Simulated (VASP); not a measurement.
Set up this calculation in VASP 6.6.1, as the native input.

```
Task                   : relaxation of cell and atoms
Functional             : PBE
Potentials or basis    : VASP PAW PBE potentials, release 64 (Pt)
Cutoff                 : 600 eV
k mesh                 : 12 × 12 × 16
Occupations            : gaussian, width 0.1 eV
Spin                   : no spin polarisation
Dipole correction      : no
Further INCAR settings : ALGO = Fast; EDIFF = 1e-06; IBRION = 2; EDIFFG = -0.01; NSW = 100; ISIF = 3
```

The structure of Pt lies in POSCAR:

```
Pt
1.0
    4.5192246128      0.0000000000      0.0000000000
   -2.2596123064      3.9137633201      0.0000000000
    0.0000000000      0.0000000000      2.7189116997
Pt
3
Direct
    0.0000000000      0.0000000000      0.0000000000
    0.3333333333      0.6666666667      0.5000000000
    0.6666666667      0.3333333333      0.5000000000
```

One way to write it, as run:

INCAR

```
SYSTEM = Pt
PREC     = Accurate       ! precision mode
ENCUT    = 600            ! plane-wave cutoff, eV
EDIFF    = 1E-6           ! SCF threshold, eV
ISMEAR   = 0              ! smearing method
SIGMA    = 0.1            ! smearing width, eV
LREAL    = .False.        ! projectors in reciprocal space
LASPH    = .True.         ! aspherical terms in the spheres
NELM     = 80             ! most SCF steps
ALGO     = Fast           ! electronic algorithm
ISIF     = 3              ! what is computed and relaxed
LWAVE    = .False.        ! write WAVECAR
LCHARG   = .False.        ! write CHGCAR
GGA      = PE             ! functional
IBRION   = 2              ! ionic algorithm
NSW      = 100            ! ionic steps
EDIFFG   = -0.01          ! ionic threshold
```

KPOINTS

```
Automatic mesh
0
Gamma
  12 12 16
  0 0 0
```

Potentials or basis: VASP PAW PBE potentials, release 64 (Pt).

The run is started by

```bash
$ cat potpaw_PBE.64/Pt/POTCAR > POTCAR
$ mpirun -np 1 vasp_std > vasp.out
```

It gave:

- Relaxed volume: 16.00 Å³/atom
- Relaxed cell: a = 4.527 Å, b = 4.527 Å, c = 2.704 Å, α = 90.00°, β = 90.00°, γ = 120.00°
- Space group after relaxing (to 0.05 Å): P6/mmm (No. 191)
- Energy gained by relaxing: 0.5 meV/atom
- Ionic steps: 5
- Pressure after relaxing: 0.0 GPa
- Band gap on the k mesh: zero (band 15 reaches 11.23 eV, above the bottom of band 16 at 9.86 eV)

Caveat: spin-orbit coupling is left out, which moves the levels of the heavy elements.

It took 6.5 min on 1 thread of Intel Xeon 6975P-C, on a shared host, peak memory 0.3 GiB.
